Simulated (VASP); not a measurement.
La2O3:

```
CELL_PARAMETERS angstrom
3.93078 0.00000 0.00000
-1.96539 3.40415 0.00000
0.00000 0.00000 6.11195
ATOMIC_POSITIONS crystal
La 0.33333 0.66667 0.24624
La 0.66667 0.33333 0.75376
O 0.00000 0.00000 0.00000
O 0.33333 0.66667 0.64589
O 0.66667 0.33333 0.35411
```

| Property | Result |
| --- | --- |
| Program | VASP 6.6.1 |
| Task | relaxation of cell and atoms |
| Functional | PBEsol |
| Dispersion | D3(BJ) |
| Potentials or basis | VASP PAW PBE potentials, release 64 (La, O) |
| Cutoff | 600 eV |
| k mesh | 8 × 8 × 5 |
| Occupations | fermi-dirac, width 0.05 eV |
| Spin | no spin polarisation |

At the start: pressure -6.1 GPa; volume 16.36 Å³/atom.

Task: How do energy, volume and symmetry change on relaxing?

Result: Over 12 steps the energy falls by 15.9 meV/atom and the volume is 15.52 Å³/atom (-5.1 %); space group P-3m1 (No. 164, to 0.05 Å).

The path:
| step | energy change (eV) | largest force (eV/Å) | pressure (GPa) | volume (Å³) |
| --- | --- | --- | --- | --- |
| 1 | 0.0000 | 0.1033 | -6.10 | 81.78 |
| 2 | 0.0181 | 0.7864 | 7.89 | 74.64 |
| 3 | -0.0699 | 0.2921 | -0.14 | 78.30 |
| 4 | -0.0699 | 0.3006 | -0.01 | 78.23 |
| 5 | -0.0764 | 0.0504 | 0.08 | 77.88 |
| 6 | -0.0768 | 0.0611 | 0.11 | 77.76 |
| 7 | -0.0782 | 0.0608 | -0.12 | 77.82 |
| 8 | -0.0786 | 0.0612 | -0.34 | 77.87 |
| 9 | -0.0789 | 0.0725 | 0.32 | 77.49 |
| 10 | -0.0791 | 0.0457 | 0.11 | 77.63 |
| 11 | -0.0794 | 0.0134 | 0.06 | 77.61 |
| 12 | -0.0794 | 0.0052 | 0.04 | 77.61 |

Final structure:
```
CELL_PARAMETERS angstrom
3.88690 0.00000 0.00000
-1.94345 3.36616 0.00000
0.00000 0.00000 5.93139
ATOMIC_POSITIONS crystal
La 0.33333 0.66667 0.24313
La 0.66667 0.33333 0.75687
O 0.00000 0.00000 0.00000
O 0.33333 0.66667 0.64743
O 0.66667 0.33333 0.35257
```

Caveat: the PAW data sets were made with another functional, which shifts forces and pressure a little.
